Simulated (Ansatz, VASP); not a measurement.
**Two plane-wave programs on FeCuC6N6**

```
CELL_PARAMETERS angstrom
0.00000 5.11700 5.11700
5.11700 0.00000 5.11700
5.11700 5.11700 0.00000
ATOMIC_POSITIONS crystal
Fe 0.50000 0.50000 0.50000
Cu 0.00000 0.00000 0.00000
C 0.81268 0.18732 0.18732
C 0.18732 0.81268 0.18732
C 0.18732 0.18732 0.81268
C 0.18732 0.81268 0.81268
C 0.81268 0.18732 0.81268
C 0.81268 0.81268 0.18732
N 0.69836 0.30164 0.30164
N 0.30164 0.69836 0.30164
N 0.30164 0.30164 0.69836
N 0.30164 0.69836 0.69836
N 0.69836 0.30164 0.69836
N 0.69836 0.69836 0.30164
```

Alike in both runs: task single point; functional PBE; k mesh 4 × 4 × 4; occupations gaussian, width 0.1 eV; collinear spin.

|  | VASP | Ansatz |
| --- | --- | --- |
| version | VASP 6.6.1 | Ansatz 0.2.0 |
| potentials or method | VASP PAW PBE potentials, release 64 (Fe, Cu, C, N), cutoff 520 eV | scalar-relativistic, plane waves, PAW |
| valence electrons in the cell | 73 | 89 |

```tsv
	VASP	Ansatz	Ansatz less VASP
gap on the k mesh at the Fermi level (eV)	none	none	-
pressure (GPa)	-1.2	-1.7	-0.51
rms of the force components (eV/Å)	0.659	0.753	+0.0933
net moment per atom (μB)	0.15	0.15	0.000
size of the moment on the site where the two differ most (μB)	0.67	0.61	-0.065
```

Site moments also hang on the region over which each program counts them. Atom by atom the forces differ by 0.192 eV/Å (rms over components). A gap of «none» marks a metal or a gap that the smearing closes. VASP's potentials hold 73 valence electrons a cell and Ansatz's 89, so a difference there can come from the potentials and not from the codes.

Noted on VASP's run: the standard files for N, O and F lose accuracy on very short bonds.
